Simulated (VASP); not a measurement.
The system is PrWCl2.

```
CELL_PARAMETERS angstrom
5.15766 0.00000 0.00000
-2.57883 4.46667 0.00000
0.00000 0.00000 6.52805
ATOMIC_POSITIONS crystal
Pr 0.00000 0.00000 0.50000
W 0.00000 0.00000 0.00000
Cl 0.33333 0.66667 0.50000
Cl 0.66667 0.33333 0.50000
```

The cell was generated, and may not be a known phase.

| Property | Result |
| --- | --- |
| Program | VASP 6.6.1 |
| Task | relaxation of cell and atoms |
| Functional | PBE |
| Potentials or basis | VASP PAW PBE potentials, release 64 (Pr_3, W_sv, Cl), 4f in core |
| Cutoff | 500 eV |
| k mesh | 6 × 6 × 4 |
| Occupations | gaussian, width 0.1 eV |
| Spin | collinear spin |
| Starting moments | [0.23, 4.4, 0.0, 0.0] μB |

At the start: pressure -0.5 GPa; volume 37.60 Å³/atom.

**Question.** How do energy, volume and symmetry change on relaxing?

**Answer.** Over 3 steps the energy falls by 3.3 meV/atom and the volume is 36.73 Å³/atom (-2.3 %); space group P6/mmm (No. 191, to 0.1 Å) before and after; moment 5.27 μB per cell.

The path:
| step | energy change (eV) | largest force (eV/Å) | pressure (GPa) | volume (Å³) |
| --- | --- | --- | --- | --- |
| 1 | 0.0000 | 0.0000 | -0.45 | 150.39 |
| 2 | -0.0114 | 0.0000 | -0.11 | 148.08 |
| 3 | -0.0131 | 0.0000 | 0.09 | 146.91 |

Final structure:
```
Pr W Cl
1.0
     5.15239    0.00000    0.00000
    -2.57620    4.46210    0.00000
     0.00000    0.00000    6.39015
Pr W Cl
1 1 2
Direct
  0.00000 0.00000 0.50000
  0.00000 0.00000 0.00000
  0.33333 0.66667 0.50000
  0.66667 0.33333 0.50000
```

Caveat: the magnetic or orbital state may not be the lowest.
